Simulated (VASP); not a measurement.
Li2Pt, 3 atoms in the cell. It takes space group P6/mmm (No. 191, hexagonal). Conventional cell: a = 4.167 Å, b = 4.167 Å, c = 2.633 Å, α = 90.00°, β = 90.00°, γ = 120.00°. Within 3.2 Å of Li (site symmetry -6m2) lie 5 Li at 2.41 to 2.63 Å and 6 Pt at 2.74 Å. Within 3.5 Å of Pt (site symmetry 6/mmm) lie 2 Pt at 2.63 Å and 12 Li at 2.74 Å. 

```yaml
Program: VASP 6.6.1
Task: single point
Functional: PBEsol
Potentials_or_basis: VASP PAW PBE potentials, release 64 (Li_sv, Pt)
Cutoff: 520 eV
k_mesh: 12 × 12 × 16
Occupations: gaussian, width 0.1 eV
Spin: no spin polarisation
Dipole_correction: no
Further_INCAR_settings: ALGO = Normal; EDIFF = 1e-06; NBANDS = 15
```

Potentials or basis: VASP PAW PBE potentials, release 64 (Li_sv, Pt).

Launch:

```console
$ cat potpaw_PBE.64/Li_sv/POTCAR potpaw_PBE.64/Pt/POTCAR > POTCAR
$ mpirun -np 1 vasp_std > vasp.out
```

Hardware: 1 thread of Intel(R) Xeon(R) Platinum 8488C (Sapphire Rapids), with other jobs on the host.

Task: Estimate the wall time of this run.

Result: Run time: 45 s on 1 thread of Intel(R) Xeon(R) Platinum 8488C (Sapphire Rapids), with other jobs on the host, peak memory 0.23 GiB. Counts: scf iterations 12, k points 171.
